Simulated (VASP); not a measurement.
# Ba (P4/mmm) in VASP: a series of runs, part 2 of 2

VASP 6.6.1. Earlier steps stand in the parts before.

## Step 4: Single point, r2SCAN

POSCAR

```
Ba
1.0
    3.9996500000      0.0000000000      0.0000000000
    0.0000000000      3.9996500000      0.0000000000
    0.0000000000      0.0000000000      3.6055400000
Ba
1
Direct
    0.5000000000      0.5000000000      0.5000000000
```

INCAR.step1

```
PREC = Accurate ; ENCUT = 520
ISMEAR = -1 ; SIGMA = 0.1
LREAL = F ; LASPH = T
NELM = 60 ; NBANDS = 11
GGA = PE ; ALGO = Normal
EDIFF = 1E-4 ; LWAVE = T
LCHARG = F
```

INCAR.step2

```
PREC = Accurate ; ENCUT = 520
EDIFF = 1E-7 ; ISMEAR = -1
SIGMA = 0.1 ; LREAL = F
LASPH = T ; NELM = 60
ALGO = Normal ; ISIF = 2
LWAVE = F ; LCHARG = F
METAGGA = R2SCAN ; LMIXTAU = T
NBANDS = 11 ; ISTART = 1
```

KPOINTS

```
Automatic mesh
0
Gamma
  8 8 9
```

Potentials or basis: VASP PAW PBE potentials, release 64 (Ba_sv).

Started as:

```sh
cat potpaw_PBE.64/Ba_sv/POTCAR > POTCAR
cp INCAR.step1 INCAR
mpirun -np 1 vasp_std > vasp.out
cp INCAR.step2 INCAR
mpirun -np 1 vasp_std > vasp.out
```

OUTCAR:

```text
PREC = Accurate
   ENCUT = 520
   EDIFF = 1E-7
   ISMEAR = -1
   LREAL = F
   LASPH = T
   NELM = 60
   ISIF = 2
   METAGGA = R2SCAN
   ISTART = 1

 ion  position               nearest neighbor table
   1  0.500  0.500  0.500-

  LATTYP: Found a simple tetragonal cell.
 ALAT       =     3.9996500000
 C/A-ratio  =     0.9014638781

  Lattice vectors:

 A1 = (   3.9996500000,   0.0000000000,   0.0000000000)
 A2 = (   0.0000000000,   3.9996500000,   0.0000000000)
 A3 = (   0.0000000000,   0.0000000000,   3.6055400000)

Analysis of symmetry for initial positions (statically):
=====================================================================
 Subroutine PRICEL returns:
 Original cell was already a primitive cell.

 Routine SETGRP: Setting up the symmetry group for a
 simple tetragonal supercell.

 Subroutine GETGRP returns: Found 16 space group operations
 (whereof 16 operations were pure point group operations)
 out of a pool of 16 trial point group operations.

The static configuration has the point symmetry D_4h.

Analysis of symmetry for dynamics (positions and initial velocities):
=====================================================================
 Subroutine PRICEL returns:
 Original cell was already a primitive cell.

 Routine SETGRP: Setting up the symmetry group for a
 simple tetragonal supercell.

 Subroutine GETGRP returns: Found 16 space group operations
 (whereof 16 operations were pure point group operations)
 out of a pool of 16 trial point group operations.

The dynamic configuration has the point symmetry D_4h.

 Subroutine INISYM returns: Found 16 space group operations
 (whereof 16 operations are pure point group operations),
 and found     1 'primitive' translations

----------------------------------------------------------------------------------------
[... 114 lines left out ...]
  Thomas-Fermi vector in A             =   2.037303
   LORBIT       =      0    0 simple, 1 ext, 2 COOP (PROOUT), +10 PAW based schemes
   METAGGA = R2SCAN    functional components
   LHFCALC =     F    Hartree Fock is set to
   AEXX    =    0.0000 exact exchange contribution
   IVDW    =     0    specifies the selected vdW correction
   LEPSILON=     F    determine dielectric tensor
   LRPA    =     F    only Hartree local field effects (RPA)
 non-spin polarized calculation
  energy-cutoff  :      520.00
  volume of cell :       57.68
 maximum number of plane-waves:      1572
 NGX is ok and might be reduce to    30
   NGX = 15   NGY = 15   NGZ = 13

 number of electron       9.9999999 magnetization

 Free energy of the ion-electron system (eV)
  ---------------------------------------------------
  ext. energy  EPLUGINS =         0.00000000
  ---------------------------------------------------
  free energy    TOTEN  =       -26.13698410 eV

  energy without entropy =      -26.10957770  energy(sigma->0) =      -26.12328090

 E-fermi :   1.9619     XC(G=0):  -8.1088

 val. band max:        1.9617154072   @ k =   0.1250   0.1250   0.4444
 cond. band min:       2.0878208066   @ k =   0.0000   0.0000   0.0000
 fundamental gap:      0.1261053993
 Fermi energy:         1.9619277604

 k-point     1 :       0.0000    0.0000    0.0000
  band No.  band energies     occupation
      1     -28.2427      2.00000
      2     -12.6800      2.00000
      3     -12.6800      2.00000
      4     -12.3422      2.00000
      5      -0.6975      2.00000
      6       2.0878      0.44232
      7       2.0892      0.43748
      8       6.9264      0.00000
      9       7.7293      0.00000
     10       7.7293      0.00000
     11       9.8974      0.00000
[... 309 lines left out ...]
 k-point    24 :       0.5000    0.1250    0.1111
  band No.  band energies     occupation
      1     -28.1625      2.00000
      2     -13.3014      2.00000
      3     -12.6964      2.00000
      4     -12.4641      2.00000
      5       1.9403      1.10764
      6       2.2102      0.15421
      7       3.0938      0.00002
      8       4.3943      0.00000
      9       6.1440      0.00000
     10       6.9002      0.00000
     11       8.9314      0.00000

 [... further k-points ...]

------------------------ aborting loop because EDIFF is reached ----------------------------------------

  FORCE on cell =-STRESS in cart. coord.  units (eV):
  Direction    XX          YY          ZZ          XY          YZ          ZX
  --------------------------------------------------------------------------------------
  -------------------------------------------------------------------------------------
  Total       -0.2930729     -0.2930729      1.1820724      0.0000000     -0.0000000      0.0000000
  in kB       -8.1408904     -8.1408904     32.8352531      0.0000000     -0.0000000      0.0000000
  external PRESSURE =       5.5178241 kB  Pullay stress =       0.0000000 kB

 VOLUME and BASIS-vectors are now :
 -----------------------------------------------------------------------------
  energy-cutoff  :      520.00
  volume of cell :       57.68
      direct lattice vectors                 reciprocal lattice vectors
     3.999650000  0.000000000  0.000000000     0.250021877  0.000000000  0.000000000
     0.000000000  3.999650000  0.000000000     0.000000000  0.250021877  0.000000000
     0.000000000  0.000000000  3.605540000     0.000000000  0.000000000  0.277350965

 POSITION                                       TOTAL-FORCE (eV/Angst)
 -----------------------------------------------------------------------------------
      1.99982      1.99982      1.80277         0.000000      0.000000      0.000000
 -----------------------------------------------------------------------------------
    total drift:                                0.000000      0.000000      0.000000

  FREE ENERGIE OF THE ION-ELECTRON SYSTEM (eV)
  ---------------------------------------------------
  free  energy   TOTEN  =       -26.1369840966 eV

  energy  without entropy=      -26.1095777020  energy(sigma->0) =      -26.12328090
```

Run time: 2 min. Hardware: 1 thread of AMD EPYC 7R13 (Zen 3), shared host; peak memory 0.17 GiB.

What came out:

```yaml
Free_energy: -26.1370 eV
Pressure: 0.6 GPa
Band_gap_on_the_k_mesh: zero (band 5 reaches 1.96 eV, above the bottom of band 6 at 1.64 eV)
```

Stress tensor (GPa, compression positive):
```
-0.81  0.00  0.00
 0.00 -0.81  0.00
 0.00  0.00  3.28
```

Levels at points of the mesh, in eV from the Fermi level:
| k point | band 1 | band 2 | band 3 | band 4 | band 5 | band 6 | band 7 | band 8 | band 9 | band 10 |
| --- | --- | --- | --- | --- | --- | --- | --- | --- | --- | --- |
| (0.00, 0.00, 0.00) | -30.20 | -14.64 | -14.64 | -14.30 | -2.66 | 0.13 | 0.13 | 4.96 | 5.77 | 5.77 |
| (0.50, 0.00, 0.00) | -30.15 | -15.30 | -14.58 | -14.25 | -0.63 | 0.64 | 0.71 | 2.71 | 3.86 | 5.98 |
| (0.50, 0.50, 0.00) | -30.10 | -15.20 | -15.20 | -14.20 | -1.11 | 0.65 | 3.53 | 3.53 | 4.27 | 4.27 |

Caveat: the PAW data sets were made with another functional, which shifts forces and pressure a little; spin-orbit coupling is left out, which moves the levels of the heavy elements.

## Step 5: Summary

```csv
smearing,gap on the mesh (eV),pressure (GPa)
fermi-dirac 0.25 eV,none,0.8
fermi-dirac 0.15 eV,none,0.6
fermi-dirac 0.1 eV,none,0.6
```

Alike in all rows: task single point; level r2SCAN; potentials or basis VASP PAW PBE potentials, release 64 (Ba_sv); no spin polarisation; cell as given; k mesh 8 × 8 × 9; cutoff (eV) 520.

Every run on the cell as given and a fine mesh finds a metal.

Caveats: the PAW data sets were made with another functional, which shifts forces and pressure a little; spin-orbit coupling is left out, which moves the levels of the heavy elements.

Total energies depend on the potentials used, so only differences within one code and one set of settings carry meaning.
